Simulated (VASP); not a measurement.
**ReBi: single point with LDA**

Crystal: ReBi.

```
Re Bi
1.0
     4.56124    0.00000    0.00000
    -2.28062    3.95015    0.00000
     0.00000    0.00000    5.05343
Re Bi
2 2
Direct
  0.00000 0.00000 0.00000
  0.00000 0.00000 0.50000
  0.33333 0.66667 0.25000
  0.66667 0.33333 0.75000
```

| Quantity | Value |
| --- | --- |
| Program | VASP 6.6.1 |
| Task | single point |
| Functional | LDA |
| Potentials or basis | VASP PAW LDA potentials, release 64 (Re, Bi_d) |
| Cutoff | 520 eV |
| k mesh | 10 × 10 × 6 |
| Occupations | gaussian, width 0.05 eV |
| Spin | no spin polarisation |

- Pressure: -7.6 GPa
- Band gap on the k mesh: zero (bands 22 and 23 overlap by 1.42 eV)

Stress tensor (GPa, compression positive):
```
-6.98  0.00  0.00
 0.00 -6.98  0.00
 0.00  0.00 -8.82
```

Levels at points of the mesh, in eV from the Fermi level:
| k point | band 20 | band 21 | band 22 | band 23 | band 24 | band 25 |
| --- | --- | --- | --- | --- | --- | --- |
| (0.00, 0.00, 0.00) | -0.43 | 0.17 | 0.17 | 2.26 | 2.26 | 2.34 |
| (0.50, 0.00, 0.00) | -1.62 | -1.55 | -0.05 | -0.02 | 0.28 | 2.15 |
| (0.00, 0.00, 0.50) | -1.33 | -1.33 | -1.33 | -0.98 | -0.98 | 3.85 |
| (0.50, 0.00, 0.50) | -1.04 | -0.74 | -0.74 | -0.74 | -0.74 | 1.94 |

Run time: 110 s on 1 thread of Intel(R) Xeon(R) 6975P-C (Granite Rapids), on a shared host, peak memory 0.27 GiB.

Caveat: the cell stands under tension; spin-orbit coupling is left out, which moves the levels of the heavy elements.
